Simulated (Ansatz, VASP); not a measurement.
## Be4ZnSe: VASP beside Ansatz

```
Be Zn Se
1.0
     0.00000    3.25284    3.25284
     3.25284    0.00000    3.25284
     3.25284    3.25284    0.00000
Be Zn Se
4 1 1
Direct
  0.88065 0.37312 0.37312
  0.37312 0.37312 0.37312
  0.37312 0.88065 0.37312
  0.37312 0.37312 0.88065
  0.00000 0.00000 0.00000
  0.75000 0.75000 0.75000
```

Change from the starting cell: species swapped into the LuCdNi4 type (F-43m, No. 216).

Alike in both runs: functional PBE; k mesh 4 × 4 × 4; occupations gaussian, width 0.2 eV; no spin polarisation.

Ansatz relaxed the structure, and its values are those at the end. VASP's run is a single point on that final structure, the one shown.

|  | VASP | Ansatz |
| --- | --- | --- |
| version | VASP 6.6.1 | Ansatz 0.2.0 |
| potentials or method | VASP PAW PBE potentials, release 64 (Be, Zn, Se), cutoff 600 eV | scalar-relativistic, plane waves, PAW |
| valence electrons in the cell | 26 | 36 |

|  | VASP | Ansatz | Ansatz less VASP |
| --- | --- | --- | --- |
| gap on the k mesh at the Fermi level (eV) | none | none | - |
| pressure (GPa) | 0.2 | 0.0 | -0.17 |
| rms of the force components (eV/Å) | 0.037 | 0.038 | +0.0013 |

A gap of «none» marks a metal or a gap that the smearing closes. VASP's potentials hold 26 valence electrons a cell and Ansatz's 36, so a difference there can come from the potentials and not from the codes.

The k mesh is coarse, so the values compare programs but aren't converged.
